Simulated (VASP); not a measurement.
# Ni (Fm-3m) in VASP: a series of runs

Runs on Ni. Level: PBE+U. Tasks: single point.

Program: VASP 6.6.1. These are calculated values, not measurements. Logs are shortened: lines on timing, memory, paths and dates and some standing lists are left out, and cuts for length are marked.

## Step 1: The cell of the first run

It takes space group Fm-3m (No. 225, cubic). Conventional cell: a = 3.540 Å, b = 3.540 Å, c = 3.540 Å, α = 90.00°, β = 90.00°, γ = 90.00°. Ni (site symmetry m-3m) has 12 Ni at 2.50 Å within 3.3 Å.

## Step 2: Single point, PBE+U, collinear spin, zero start

INCAR reads:

```
SYSTEM = Ni
PREC = Accurate
ENCUT = 590
EDIFF = 1E-6
ISMEAR = -1
SIGMA = 0.05
LREAL = .FALSE.
LASPH = .TRUE.
NELM = 200
ALGO = Normal
ISIF = 2
LWAVE = .FALSE.
LCHARG = .FALSE.
ISPIN = 2
MAGMOM = 0
LORBIT = 11
NUPDOWN = 0.0
LMAXMIX = 4
LDAU = .TRUE.
LDAUTYPE = 2
LDAUL = 2
LDAUU = 6.2
LDAUJ = 0
LDAUPRINT = 1
GGA = PE
NBANDS = 19
GGA_COMPAT = .FALSE.
```

KPOINTS reads:

```
regular mesh
0
G
  12 12 12
  0 0 0
```

POSCAR reads:

```
Ni
1.0
    0.0000000000      1.7698700000      1.7698700000
    1.7698700000      0.0000000000      1.7698700000
    1.7698700000      1.7698700000      0.0000000000
Ni
1
Direct
    0.0000000000      0.0000000000      0.0000000000
```

Potentials or basis: VASP PAW PBE potentials, release 64 (Ni_sv_GW).

Run with:

```bash
> cat potpaw_PBE.64/Ni_sv_GW/POTCAR > POTCAR
> mpirun -np 1 vasp_std > vasp.out
```

OUTCAR:

```text
SYSTEM = Ni
   PREC = Accurate
   ENCUT = 590
   EDIFF = 1E-6
   ISMEAR = -1
   LREAL = .FALSE.
   LASPH = .TRUE.
   NELM = 200
   ISIF = 2
   ISPIN = 2
   LORBIT = 11
   NUPDOWN = 0.0
   GGA = PE

 ion  position               nearest neighbor table
   1  0.000  0.000  0.000-

  LATTYP: Found a face centered cubic cell.
 ALAT       =     3.5397400000

  Lattice vectors:

 A1 = (   0.0000000000,   1.7698700000,   1.7698700000)
 A2 = (   1.7698700000,   0.0000000000,   1.7698700000)
 A3 = (   1.7698700000,   1.7698700000,   0.0000000000)

Analysis of symmetry for initial positions (statically):
=====================================================================
 Subroutine PRICEL returns:
 Original cell was already a primitive cell.

 Routine SETGRP: Setting up the symmetry group for a
 face centered cubic supercell.

 Subroutine GETGRP returns: Found 48 space group operations
 (whereof 48 operations were pure point group operations)
 out of a pool of 48 trial point group operations.

The static configuration has the point symmetry O_h .

Analysis of symmetry for dynamics (positions and initial velocities):
=====================================================================
 Subroutine PRICEL returns:
 Original cell was already a primitive cell.

 Routine SETGRP: Setting up the symmetry group for a
 face centered cubic supercell.

 Subroutine GETGRP returns: Found 48 space group operations
 (whereof 48 operations were pure point group operations)
 out of a pool of 48 trial point group operations.

The dynamic configuration has the point symmetry O_h .

Analysis of structural, dynamic, and magnetic symmetry:
=====================================================================
 Subroutine PRICEL returns:
 Original cell was already a primitive cell.

 Routine SETGRP: Setting up the symmetry group for a
 face centered cubic supercell.

[... 160 lines left out ...]
  0.0000  0.7580  0.0000 -0.0000 -0.0000
  0.0000  0.0000  0.8622  0.0000  0.0000
 -0.0000 -0.0000  0.0000  0.7580  0.0000
  0.0000 -0.0000  0.0000  0.0000  0.8622

 occupancies and eigenvectors

  o =  0.7580  v =  0.0000  0.0000  0.0000  0.0000  0.0000  1.0000  0.0000  0.0000  0.0000  0.0000      0.0000  0.0000  0.0000  0.0000  0.0000  0.0000  0.0000  0.0000  0.0000  0.0000
  o =  0.7580  v =  0.0000  0.0000  0.0000  0.0000  0.0000  0.0000 -0.0430 -0.0000 -0.9991  0.0000      0.0000  0.0000  0.0000  0.0000  0.0000  0.0000  0.0000  0.0000  0.0000  0.0000
  o =  0.7580  v =  0.0000  0.0000  0.0000  0.0000  0.0000  0.0000  0.9991  0.0000 -0.0430 -0.0000      0.0000  0.0000  0.0000  0.0000  0.0000  0.0000  0.0000  0.0000  0.0000  0.0000
  o =  0.7580  v =  0.0000  0.9812 -0.0000 -0.1928  0.0000  0.0000  0.0000  0.0000  0.0000  0.0000      0.0000  0.0000  0.0000  0.0000  0.0000  0.0000  0.0000  0.0000  0.0000  0.0000
  o =  0.7580  v =  1.0000  0.0000  0.0000  0.0000  0.0000  0.0000  0.0000  0.0000  0.0000  0.0000      0.0000  0.0000  0.0000  0.0000  0.0000  0.0000  0.0000  0.0000  0.0000  0.0000
  o =  0.7580  v =  0.0000 -0.1928 -0.0000 -0.9812 -0.0000  0.0000  0.0000  0.0000  0.0000  0.0000      0.0000  0.0000  0.0000  0.0000  0.0000  0.0000  0.0000  0.0000  0.0000  0.0000
  o =  0.8622  v =  0.0000 -0.0000  0.0560  0.0000  0.9984  0.0000  0.0000  0.0000  0.0000  0.0000      0.0000  0.0000  0.0000  0.0000  0.0000  0.0000  0.0000  0.0000  0.0000  0.0000
  o =  0.8622  v =  0.0000 -0.0000 -0.9984  0.0000  0.0560  0.0000  0.0000  0.0000  0.0000  0.0000      0.0000  0.0000  0.0000  0.0000  0.0000  0.0000  0.0000  0.0000  0.0000  0.0000
  o =  0.8622  v =  0.0000  0.0000  0.0000  0.0000  0.0000  0.0000  0.0000  0.0237  0.0000  0.9997      0.0000  0.0000  0.0000  0.0000  0.0000  0.0000  0.0000  0.0000  0.0000  0.0000
  o =  0.8622  v =  0.0000  0.0000  0.0000  0.0000  0.0000  0.0000  0.0000 -0.9997  0.0000  0.0237      0.0000  0.0000  0.0000  0.0000  0.0000  0.0000  0.0000  0.0000  0.0000  0.0000

 number of electron      17.9999987 magnetization      -0.0000000

 Free energy of the ion-electron system (eV)
  ---------------------------------------------------
  ext. energy  EPLUGINS =         0.00000000
  ---------------------------------------------------
  free energy    TOTEN  =        -1.32818653 eV

  energy without entropy =       -1.31013063  energy(sigma->0) =       -1.31915858

 E-fermi :   6.7430     XC(G=0): -13.6265

 val. band max:        6.7343136722   @ k =  -0.3333   0.3333   0.1667
 cond. band min:       6.7456704984   @ k =  -0.4167   0.3333   0.0000
 fundamental gap:      0.0113568263
 Fermi energy:         6.7429681511

 spin component 1

 k-point     1 :       0.0000    0.0000    0.0000
  band No.  band energies     occupation
      1     -94.4218      1.00000
      2     -54.7480      1.00000
      3     -54.7480      1.00000
      4     -54.7480      1.00000
      5      -1.3220      1.00000
      6       4.9953      1.00000
[... 1049 lines left out ...]
     18      48.8248      0.00000
     19      49.7961      0.00000

 [... further k-points ...]

------------------------ aborting loop because EDIFF is reached ----------------------------------------

  FORCE on cell =-STRESS in cart. coord.  units (eV):
  Direction    XX          YY          ZZ          XY          YZ          ZX
  --------------------------------------------------------------------------------------
  -------------------------------------------------------------------------------------
  Total       -0.7338953     -0.7338953     -0.7338953      0.0000000      0.0000000      0.0000000
  in kB     -106.0450932   -106.0450932   -106.0450932      0.0000000      0.0000000      0.0000000
  external PRESSURE =    -106.0450932 kB  Pullay stress =       0.0000000 kB

 VOLUME and BASIS-vectors are now :
 -----------------------------------------------------------------------------
  energy-cutoff  :      590.00
  volume of cell :       11.09
      direct lattice vectors                 reciprocal lattice vectors
     0.000000000  1.769870000  1.769870000    -0.282506625  0.282506625  0.282506625
     1.769870000  0.000000000  1.769870000     0.282506625 -0.282506625  0.282506625
     1.769870000  1.769870000  0.000000000     0.282506625  0.282506625 -0.282506625

 POSITION                                       TOTAL-FORCE (eV/Angst)
 -----------------------------------------------------------------------------------
      0.00000      0.00000      0.00000         0.000000      0.000000      0.000000
 -----------------------------------------------------------------------------------
    total drift:                                0.000000      0.000000      0.000000

  FREE ENERGIE OF THE ION-ELECTRON SYSTEM (eV)
  ---------------------------------------------------
  free  energy   TOTEN  =        -1.3281865311 eV

  energy  without entropy=       -1.3101306288  energy(sigma->0) =       -1.31915858

 total charge

# of ion       s       p       d       f       tot
--------------------------------------------------
    1        2.219   6.243   7.965   0.004  16.431

 magnetization (x)

# of ion       s       p       d       f       tot
--------------------------------------------------
    1        0.000   0.000  -0.000   0.000   0.000
```

It took 29 s on 1 thread of Intel Xeon Platinum 8375C at 2.90GHz (Ice Lake), shared host; peak memory 0.16 GiB.

What came out:

```
Free energy                                           : -1.3282 eV
Pressure                                              : -10.6 GPa
Net moment                                            : 0.00 μB per cell
Valence electrons inside the program's atomic spheres : Ni 16.43
```

Eigenvalues of the final occupation matrices:
```
    site  spin  trace               eigenvalues
site 1 d     1   4.00  0.76 0.76 0.76 0.86 0.86
site 1 d     2   4.00  0.76 0.76 0.76 0.86 0.86
```

Caveat: the total moment is fixed, so each spin has its own Fermi level; the U is typed as a test and isn't derived for this compound.

## Step 3: Single point, PBE+U, collinear spin, ferromagnetic start

INCAR reads:

```
SYSTEM = Ni
ALGO = Normal ; EDIFF = 1E-6
ENCUT = 590 ; GGA = PE
GGA_COMPAT = .FALSE. ; ISIF = 2
ISMEAR = -1 ; ISPIN = 2
LASPH = .TRUE. ; LCHARG = .FALSE.
LDAU = .TRUE. ; LDAUJ = 0
LDAUL = 2 ; LDAUPRINT = 1
LDAUTYPE = 2 ; LDAUU = 6.2
LMAXMIX = 4 ; LORBIT = 11
LREAL = .FALSE. ; LWAVE = .FALSE.
MAGMOM = 1.03 ; NBANDS = 19
NELM = 200 ; NUPDOWN = 1.03
PREC = Accurate ; SIGMA = 0.05
```

KPOINTS reads:

```
k-points
0
G
  12 12 12
  0 0 0
```

POSCAR is that of step 2.

Potentials or basis: VASP PAW PBE potentials, release 64 (Ni_sv_GW).

Run with:

```bash
> cat potpaw_PBE.64/Ni_sv_GW/POTCAR > POTCAR
> mpirun -np 1 vasp_std > vasp.out
```

OUTCAR:

```text
SYSTEM = Ni
   EDIFF = 1E-6
   ENCUT = 590
   GGA = PE
   ISIF = 2
   ISMEAR = -1
   ISPIN = 2
   LASPH = .TRUE.
   LORBIT = 11
   LREAL = .FALSE.
   NELM = 200
   NUPDOWN = 1.03
   PREC = Accurate

 ion  position               nearest neighbor table
   1  0.000  0.000  0.000-

  LATTYP: Found a face centered cubic cell.
 ALAT       =     3.5397400000

  Lattice vectors:

 A1 = (   0.0000000000,   1.7698700000,   1.7698700000)
 A2 = (   1.7698700000,   0.0000000000,   1.7698700000)
 A3 = (   1.7698700000,   1.7698700000,   0.0000000000)

Analysis of symmetry for initial positions (statically):
=====================================================================
 Subroutine PRICEL returns:
 Original cell was already a primitive cell.

 Routine SETGRP: Setting up the symmetry group for a
 face centered cubic supercell.

 Subroutine GETGRP returns: Found 48 space group operations
 (whereof 48 operations were pure point group operations)
 out of a pool of 48 trial point group operations.

The static configuration has the point symmetry O_h .

Analysis of symmetry for dynamics (positions and initial velocities):
[... 211 lines left out ...]
 fundamental gap:      0.0017042142
 Fermi energy:         7.9160234318

 spin component 1

 k-point     1 :       0.0000    0.0000    0.0000
  band No.  band energies     occupation
      1     -95.6728      1.00000
      2     -55.9624      1.00000
      3     -55.9624      1.00000
      4     -55.9624      1.00000
      5      -1.2780      1.00000
      6       3.0265      1.00000
[... 1049 lines left out ...]
     18      48.9624      0.00000
     19      49.8847      0.00000

 [... further k-points ...]

------------------------ aborting loop because EDIFF is reached ----------------------------------------

  FORCE on cell =-STRESS in cart. coord.  units (eV):
  Direction    XX          YY          ZZ          XY          YZ          ZX
  --------------------------------------------------------------------------------------
  -------------------------------------------------------------------------------------
  Total       -0.0179428     -0.0179428     -0.0179428      0.0000000      0.0000000     -0.0000000
  in kB       -2.5926674     -2.5926674     -2.5926674      0.0000000      0.0000000     -0.0000000
  external PRESSURE =      -2.5926674 kB  Pullay stress =       0.0000000 kB

 VOLUME and BASIS-vectors are now :
 -----------------------------------------------------------------------------
  energy-cutoff  :      590.00
  volume of cell :       11.09
      direct lattice vectors                 reciprocal lattice vectors
     0.000000000  1.769870000  1.769870000    -0.282506625  0.282506625  0.282506625
     1.769870000  0.000000000  1.769870000     0.282506625 -0.282506625  0.282506625
     1.769870000  1.769870000  0.000000000     0.282506625  0.282506625 -0.282506625

 POSITION                                       TOTAL-FORCE (eV/Angst)
 -----------------------------------------------------------------------------------
      0.00000      0.00000      0.00000         0.000000     -0.000000     -0.000000
 -----------------------------------------------------------------------------------
    total drift:                                0.000000      0.000000      0.000000

  FREE ENERGIE OF THE ION-ELECTRON SYSTEM (eV)
  ---------------------------------------------------
  free  energy   TOTEN  =        -1.7057039244 eV

  energy  without entropy=       -1.6981276213  energy(sigma->0) =       -1.70191577

 total charge

# of ion       s       p       d       f       tot
--------------------------------------------------
    1        2.243   6.291   7.849   0.004  16.387

 magnetization (x)

# of ion       s       p       d       f       tot
--------------------------------------------------
    1       -0.002  -0.030   1.163  -0.000   1.130
```

It took 25 s on 1 thread of Intel Xeon 6975P-C (Granite Rapids), shared host; peak memory 0.16 GiB.

What came out:

| Item | Value |
| --- | --- |
| Free energy | -1.7057 eV |
| Pressure | -0.3 GPa |
| Net moment | 1.03 μB per cell |
| Site moments | Ni +1.13 μB |
| Valence electrons inside the program's atomic spheres | Ni 16.39 |

Eigenvalues of the final occupation matrices:
| site | spin | trace | eigenvalues |
| --- | --- | --- | --- |
| site 1 d | 1 | 4.52 | 0.90 0.90 0.90 0.91 0.91 |
| site 1 d | 2 | 3.36 | 0.54 0.54 0.54 0.87 0.87 |

Caveat: the total moment is fixed, so each spin has its own Fermi level; the U is typed as a test and isn't derived for this compound. The state reached can hang on the start; a lower one may exist.
